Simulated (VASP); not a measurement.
# NaCl (Fm-3m) in VASP: further runs

Runs on NaCl. Level: PBEsol. Tasks: single point.

All numbers are computed with VASP 6.6.1; they aren't measurements. Logs are shortened: lines on timing, memory, paths and dates and some standing lists are left out, and cuts for length are marked.

## (1) The cell of the first run

The structure is cubic, space group Fm-3m (No. 225). Conventional cell: a = 5.620 Å, b = 5.620 Å, c = 5.620 Å, α = 90.00°, β = 90.00°, γ = 90.00°. Within 3.7 Å of Na (site symmetry m-3m) lie 6 Cl at 2.81 Å. Cl (site symmetry m-3m) has 6 Na at 2.81 Å within 3.7 Å.

## (2) Single point, PBEsol

File INCAR:

```
SYSTEM = NaCl
ALGO = Normal ; EDIFF = 1E-6
ENCUT = 520 ; GGA = PS
ISIF = 2 ; ISMEAR = 0
LASPH = .True. ; LCHARG = .False.
LREAL = .False. ; LWAVE = .False.
NBANDS = 14 ; NELM = 80
PREC = Accurate ; SIGMA = 0.02
```

File KPOINTS:

```
k-points
0
Gamma
  8 8 8
  0 0 0
```

File POSCAR:

```
NaCl
1.0
    0.0000000000      2.8100000000      2.8100000000
    2.8100000000      0.0000000000      2.8100000000
    2.8100000000      2.8100000000      0.0000000000
Na Cl
1 1
Direct
    0.0000000000      0.0000000000      0.0000000000
    0.5000000000      0.5000000000      0.5000000000
```

Potentials or basis: VASP PAW PBE potentials, release 64 (Na_pv, Cl).

Launch:

```console
> cat potpaw_PBE.64/Na_pv/POTCAR potpaw_PBE.64/Cl/POTCAR > POTCAR
> mpirun -np 1 vasp_std > vasp.out
```

OUTCAR:

```text
SYSTEM = NaCl
   EDIFF = 1E-6
   ENCUT = 520
   GGA = PS
   ISIF = 2
   ISMEAR = 0
   LASPH = .True.
   LREAL = .False.
   NELM = 80
   PREC = Accurate

 ion  position               nearest neighbor table
   1  0.000  0.000  0.000-
   2  0.500  0.500  0.500-

  LATTYP: Found a face centered cubic cell.
 ALAT       =     5.6200000000

  Lattice vectors:

 A1 = (   0.0000000000,   2.8100000000,   2.8100000000)
 A2 = (   2.8100000000,   0.0000000000,   2.8100000000)
 A3 = (   2.8100000000,   2.8100000000,   0.0000000000)

Analysis of symmetry for initial positions (statically):
=====================================================================
 Subroutine PRICEL returns:
 Original cell was already a primitive cell.

 Routine SETGRP: Setting up the symmetry group for a
 face centered cubic supercell.

 Subroutine GETGRP returns: Found 48 space group operations
 (whereof 48 operations were pure point group operations)
 out of a pool of 48 trial point group operations.

The static configuration has the point symmetry O_h .

Analysis of symmetry for dynamics (positions and initial velocities):
=====================================================================
 Subroutine PRICEL returns:
 Original cell was already a primitive cell.

 Routine SETGRP: Setting up the symmetry group for a
 face centered cubic supercell.

 Subroutine GETGRP returns: Found 48 space group operations
 (whereof 48 operations were pure point group operations)
 out of a pool of 48 trial point group operations.

The dynamic configuration has the point symmetry O_h .

 Subroutine INISYM returns: Found 48 space group operations
 (whereof 48 operations are pure point group operations),
 and found     1 'primitive' translations

----------------------------------------------------------------------------------------

                                     Primitive cell

  volume of cell :      44.3761

  direct lattice vectors                    reciprocal lattice vectors
     0.000000000  2.810000000  2.810000000    -0.177935943  0.177935943  0.177935943
     2.810000000  0.000000000  2.810000000     0.177935943 -0.177935943  0.177935943
     2.810000000  2.810000000  0.000000000     0.177935943  0.177935943 -0.177935943

  length of vectors
     3.973940110  3.973940110  3.973940110     0.308194094  0.308194094  0.308194094

  position of ions in fractional coordinates (direct lattice)
     0.000000000  0.000000000  0.000000000
     0.500000000  0.500000000  0.500000000

  ion indices of the primitive-cell ions
   primitive index   ion index
                 1           1
                 2           2

----------------------------------------------------------------------------------------

 KPOINTS: k-points

Automatic generation of k-mesh.
 Grid dimensions read from file:
 generate k-points for:    8    8    8

 Generating k-lattice:

  Cartesian coordinates                     Fractional coordinates (reciprocal lattice)
    -0.022241993  0.022241993  0.022241993     0.125000000  0.000000000  0.000000000
     0.022241993 -0.022241993  0.022241993     0.000000000  0.125000000  0.000000000
     0.022241993  0.022241993 -0.022241993     0.000000000  0.000000000  0.125000000

  Length of vectors
     0.038524262  0.038524262  0.038524262

  Shift w.r.t. Gamma in fractional coordinates (k-lattice)
     0.000000000  0.000000000  0.000000000

 Subroutine IBZKPT returns following result:
 ===========================================

 Found     29 irreducible k-points:

 Following reciprocal coordinates:
            Coordinates               Weight
  0.000000  0.000000  0.000000      1.000000
  0.125000  0.000000  0.000000      8.000000
  0.250000  0.000000  0.000000      8.000000
  0.375000  0.000000  0.000000      8.000000
  0.500000  0.000000  0.000000      4.000000
  0.125000  0.125000  0.000000      6.000000
[... 16 lines left out ...]
  0.500000  0.250000  0.125000     48.000000
 -0.375000  0.250000  0.125000     24.000000
 [... further k-points ...]
   k-points           NKPTS =     29   k-points in BZ     NKDIM =     29   number of bands    NBANDS=     14
   number of dos      NEDOS =    301   number of ions     NIONS =      2
   total plane-waves  NPLWV =  27000
   dimension x,y,z NGX =    30 NGY =   30 NGZ =   30
   dimension x,y,z NGXF=    60 NGYF=   60 NGZF=   60
   ions per type =               1   1
   NGX,Y,Z   is equivalent  to a cutoff of  12.55, 12.55, 12.55 a.u.
   NGXF,Y,Z  is equivalent  to a cutoff of  25.10, 25.10, 25.10 a.u.
 SYSTEM =  NaCl
   PREC   = accura    normal or accurate (medium, high low for compatibility)
   ISTART =      0    job   : 0-new  1-cont  2-samecut
   ICHARG =      2    charge: 1-file 2-atom 10-const
   ISPIN  =      1    spin polarized calculation?
   LNONCOLLINEAR =      F non collinear calculations
   LSORBIT =      F    spin-orbit coupling
   LASPH  =      T    aspherical Exc in radial PAW
   ENCUT  =  520.0 eV  38.22 Ry    6.18 a.u.   7.39  7.39  7.39*2*pi/ulx,y,z
   NELM   =     80;   NELMIN=  2; NELMDL= -5     # of ELM steps
   EDIFF  = 0.1E-05   stopping-criterion for ELM
   LREAL  =      F    real-space projection
   EDIFFG = 0.1E-04   stopping-criterion for IOM
   NSW    =      0    number of steps for IOM
   IBRION =     -1    ionic relax: 0-MD 1-quasi-New 2-CG
   NFREE  =      0    steps in history (QN), initial steepest desc. (CG)
   ISIF   =      2    stress and relaxation
   ISYM   =      2    0-nonsym 1-usesym 2-fastsym
   POTIM  = 0.5000    time-step for ionic-motion
   TEBEG  =    0.0;   TEEND  =   0.0 temperature during run
   PSTRESS=    0.0 pullay stress
   NELECT =      14.0000    total number of electrons
   NUPDOWN=      -1.0000    fix difference up-down
   EMIN   =  10.00;   EMAX   =-10.00  energy-range for DOS
   EFERMI =   0.00;   METHOD = LEGACY
   ISMEAR =     0;   SIGMA  =   0.02  broadening in eV -4-tet -1-fermi 0-gaus
   EFERMI_NEDOS =   21; number of points for ismear=-14 and -15
   IALGO  =     38    algorithm
   IMIX   =      4    mixing-type and parameters
     AMIX     =   0.40;   BMIX     =  1.00
     AMIX_MAG =   1.60;   BMIX_MAG =  1.00
  volume/ion in A,a.u.               =      22.19       149.73
  Fermi-wavevector in a.u.,A,eV,Ry     =   1.114469  2.106040 16.898985  1.242040
  Thomas-Fermi vector in A             =   2.251064
   LORBIT       =      0    0 simple, 1 ext, 2 COOP (PROOUT), +10 PAW based schemes
   GGA     = PS    functional components
   LHFCALC =     F    Hartree Fock is set to
   AEXX    =    0.0000 exact exchange contribution
   IVDW    =     0    specifies the selected vdW correction
   LEPSILON=     F    determine dielectric tensor
   LRPA    =     F    only Hartree local field effects (RPA)
 non-spin polarized calculation
 Gauss-broadening in eV      SIGMA  =   0.02
  energy-cutoff  :      520.00
  volume of cell :       44.38
 maximum number of plane-waves:      1243
 NGX is ok and might be reduce to    30
   NGX = 15   NGY = 15   NGZ = 15

 number of electron      14.0000000 magnetization

 Free energy of the ion-electron system (eV)
  ---------------------------------------------------
  ext. energy  EPLUGINS =         0.00000000
  ---------------------------------------------------
  free energy    TOTEN  =        -6.99813711 eV

  energy without entropy =       -6.99813711  energy(sigma->0) =       -6.99813711

 E-fermi :  -0.5467     XC(G=0):  -8.3805

 val. band max:       -0.7233596749   @ k =   0.0000   0.0000   0.0000
 cond. band min:       4.2474553634   @ k =   0.0000   0.0000   0.0000
 fundamental gap:      4.9708150383
 Fermi energy:        -0.5466718202

 k-point     1 :       0.0000    0.0000    0.0000
  band No.  band energies     occupation
      1     -21.3547      2.00000
      2     -21.3547      2.00000
      3     -21.3547      2.00000
      4     -13.3920      2.00000
      5      -0.7234      2.00000
      6      -0.7234      2.00000
      7      -0.7234      2.00000
      8       4.2475      0.00000
      9      10.2845      0.00000
     10      10.2845      0.00000
     11      10.2845      0.00000
     12      12.5190      0.00000
     13      12.5190      0.00000
     14      13.9106      0.00000

 k-point     2 :       0.1250    0.0000    0.0000
  band No.  band energies     occupation
      1     -21.3595      2.00000
      2     -21.3550      2.00000
      3     -21.3550      2.00000
      4     -13.3423      2.00000
      5      -1.1110      2.00000
      6      -0.7659      2.00000
      7      -0.7659      2.00000
      8       4.7562      0.00000
      9       9.7176      0.00000
     10      10.4810      0.00000
     11      10.4810      0.00000
     12      12.2502      0.00000
     13      12.2502      0.00000
     14      14.8790      0.00000

 k-point     3 :       0.2500    0.0000    0.0000
  band No.  band energies     occupation
      1     -21.3709      2.00000
      2     -21.3558      2.00000
      3     -21.3558      2.00000
      4     -13.2188      2.00000
      5      -1.8696      2.00000
      6      -0.8653      2.00000
      7      -0.8653      2.00000
      8       5.7339      0.00000
      9       9.1571      0.00000
     10      10.5834      0.00000
     11      10.5834      0.00000
     12      12.4559      0.00000
     13      12.4559      0.00000
     14      14.8272      0.00000
[... 324 lines left out ...]
 k-point    23 :       0.5000    0.2500    0.1250
  band No.  band energies     occupation
      1     -21.3781      2.00000
      2     -21.3630      2.00000
      3     -21.3585      2.00000
      4     -13.0421      2.00000
      5      -2.3236      2.00000
      6      -1.4400      2.00000
      7      -1.0973      2.00000
      8       7.3171      0.00000
      9       8.7395      0.00000
     10       9.1267      0.00000
     11      11.1264      0.00000
     12      12.9392      0.00000
     13      15.2940      0.00000
     14      15.8308      0.00000

 k-point    24 :      -0.3750    0.2500    0.1250
  band No.  band energies     occupation
      1     -21.3805      2.00000
      2     -21.3635      2.00000
      3     -21.3594      2.00000
      4     -13.0014      2.00000
      5      -2.4443      2.00000
      6      -1.5215      2.00000
      7      -1.1524      2.00000
      8       7.4501      0.00000
      9       8.7798      0.00000
     10       9.4143      0.00000
     11      10.9394      0.00000
     12      13.5540      0.00000
     13      14.8558      0.00000
     14      15.9436      0.00000

 [... further k-points ...]
[... 5 lines left out ...]
  --------------------------------------------------------------------------------------
  -------------------------------------------------------------------------------------
  Total       -0.0618536     -0.0618536     -0.0618536     -0.0000000     -0.0000000      0.0000000
  in kB       -2.2331958     -2.2331958     -2.2331958     -0.0000000     -0.0000000      0.0000000
  external PRESSURE =      -2.2331958 kB  Pullay stress =       0.0000000 kB

 VOLUME and BASIS-vectors are now :
 -----------------------------------------------------------------------------
  energy-cutoff  :      520.00
  volume of cell :       44.38
      direct lattice vectors                 reciprocal lattice vectors
     0.000000000  2.810000000  2.810000000    -0.177935943  0.177935943  0.177935943
     2.810000000  0.000000000  2.810000000     0.177935943 -0.177935943  0.177935943
     2.810000000  2.810000000  0.000000000     0.177935943  0.177935943 -0.177935943

 POSITION                                       TOTAL-FORCE (eV/Angst)
 -----------------------------------------------------------------------------------
      0.00000      0.00000      0.00000        -0.000000      0.000000      0.000000
      2.81000      2.81000      2.81000         0.000000     -0.000000      0.000000
 -----------------------------------------------------------------------------------
    total drift:                               -0.000000      0.000000      0.000000

  FREE ENERGIE OF THE ION-ELECTRON SYSTEM (eV)
  ---------------------------------------------------
  free  energy   TOTEN  =        -6.9981371071 eV

  energy  without entropy=       -6.9981371071  energy(sigma->0) =       -6.99813711
```

Wall time 14 s (1 thread of Intel Xeon Platinum 8259CL at 2.50GHz (Skylake/Cascade Lake), shared host); peak memory 0.16 GiB.

What came out:

```
Free energy            : -6.9981 eV
Pressure               : -0.2 GPa
Band gap on the k mesh : 4.97 eV, direct
```

Caveat: the PAW data sets were made with another functional, which shifts forces and pressure a little.

## (3) Single point, PBEsol (volume scaled by 1.03)

File INCAR:

```
PREC     = Accurate       # precision mode
ENCUT    = 520            # plane-wave cutoff, eV
EDIFF    = 1E-6           # SCF threshold, eV
ISMEAR   = 0              # smearing method
SIGMA    = 0.02           # smearing width, eV
LREAL    = False          # projectors in reciprocal space
LASPH    = True           # aspherical terms in the spheres
NELM     = 100            # most SCF steps
ALGO     = Normal         # electronic algorithm
ISIF     = 2              # what is computed and relaxed
LWAVE    = False          # write WAVECAR
LCHARG   = False          # write CHGCAR
GGA      = PS             # functional
NBANDS   = 14             # bands
```

File KPOINTS:

```
regular mesh
0
Gamma
  8 8 8
```

File POSCAR:

```
NaCl
1.0
    0.0000000000      2.8286864358      2.8286864358
    2.8286864358      0.0000000000      2.8286864358
    2.8286864358      2.8286864358      0.0000000000
Na Cl
1 1
Direct
    0.0000000000      0.0000000000      0.0000000000
    0.5000000000      0.5000000000      0.5000000000
```

Potentials or basis: VASP PAW PBE potentials, release 64 (Na_pv, Cl).

Launch:

```console
> cat potpaw_PBE.64/Na_pv/POTCAR potpaw_PBE.64/Cl/POTCAR > POTCAR
> mpirun -np 1 vasp_std > vasp.out
```

Run time: 14 s. Hardware: 1 thread of Intel Xeon Platinum 8259CL at 2.50GHz (Skylake/Cascade Lake), shared host; peak memory 0.16 GiB.

The run converged. Its results:

| Item | Value |
| --- | --- |
| Free energy | -6.9958 eV |
| Pressure | -0.7 GPa |
| Band gap on the k mesh | 4.90 eV, direct |

Levels at points of the mesh, in eV from the valence-band top:
| k point | band 3 | band 4 | band 5 | band 6 | band 7 | band 8 | band 9 | band 10 | band 11 | band 12 |
| --- | --- | --- | --- | --- | --- | --- | --- | --- | --- | --- |
| (0.00, 0.00, 0.00) | -20.67 | -12.62 | 0.00 | 0.00 | 0.00 | 4.90 | 10.99 | 10.99 | 10.99 | 13.20 |
| (0.50, 0.00, 0.00) | -20.67 | -12.29 | -1.94 | -0.26 | -0.26 | 7.06 | 10.43 | 10.84 | 10.84 | 14.77 |
| (0.50, 0.50, 0.00) | -20.68 | -12.24 | -1.68 | -0.60 | -0.60 | 7.41 | 7.90 | 11.06 | 14.54 | 14.54 |

Caveat: the PAW data sets were made with another functional, which shifts forces and pressure a little.
